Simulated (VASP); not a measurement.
A run of VASP 6.6.1 is set up as follows.

The input INCAR:

```
PREC = Accurate
ENCUT = 520
EDIFF = 1E-6
ISMEAR = 1
SIGMA = 0.1
LREAL = False
LASPH = True
NELM = 80
ALGO = Normal
ISIF = 2
LWAVE = False
LCHARG = True
GGA = PE
LELF = True
LVHAR = True
NBANDS = 16
```

The input KPOINTS:

```
Automatic mesh
0
Gamma
  11 11 9
```

Contents of POSCAR:

```
TiB2
1.0
    2.9778477066      0.0000000000      0.0000000000
   -1.4889238533      2.5788876798      0.0000000000
    0.0000000000      0.0000000000      3.1736707830
Ti B
1 2
Direct
    0.0000000000      0.0000000000      0.0000000000
    0.3333333333      0.6666666667      0.5000000000
    0.6666666667      0.3333333333      0.5000000000
```

Potentials or basis: VASP PAW PBE potentials, release 64 (Ti_sv, B).

Command:

```console
$ cat potpaw_PBE.64/Ti_sv/POTCAR potpaw_PBE.64/B/POTCAR > POTCAR
$ mpirun -np 1 vasp_std > vasp.out
```

(1) Estimate the band gap on the k mesh.

(2) Predict the pressure.

Answers

(1) zero (band 9 reaches 10.77 eV, above the bottom of band 10 at 10.29 eV).

(2) 15.0 GPa.
